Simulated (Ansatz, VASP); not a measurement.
**Two plane-wave programs on SrO**

```
CELL_PARAMETERS angstrom
3.54726 0.00000 0.00000
-1.77363 3.07202 0.00000
0.00000 0.00000 6.19081
ATOMIC_POSITIONS crystal
Sr 0.33333 0.66667 0.25087
Sr 0.66667 0.33333 0.75087
O 0.00000 0.00000 0.99526
O 0.00000 0.00000 0.49526
```

Change from the starting cell: mode 8 frozen in at -0.030 Å, equal normal strain along x, y and z -0.0083.

Alike in both runs: task single point; functional PBE; k mesh 9 × 9 × 4; occupations gaussian, width 0.05 eV; no spin polarisation.

|  | VASP | Ansatz |
| --- | --- | --- |
| version | VASP 6.6.1 | Ansatz 0.2.0 |
| potentials or method | VASP PAW PBE potentials, release 64 (Sr_sv, O), cutoff 520 eV | scalar-relativistic, plane waves, PAW |
| valence electrons in the cell | 32 | 32 |

```tsv
	VASP	Ansatz	Ansatz less VASP
gap on the k mesh at the Fermi level (eV)	3.09	3.12	+0.029
least direct gap on the mesh (eV)	3.12	3.12	+0.005
pressure (GPa)	2.8	2.2	-0.58
traceless stress, the component that is largest in VASP (GPa)	0.23	0.24	+0.006
rms of the force components (eV/Å)	0.050	0.046	-0.0032
```

Atom by atom the forces differ by 0.003 eV/Å (rms over components). With one functional, cell and mesh, what is left measures potentials, basis and numerics.
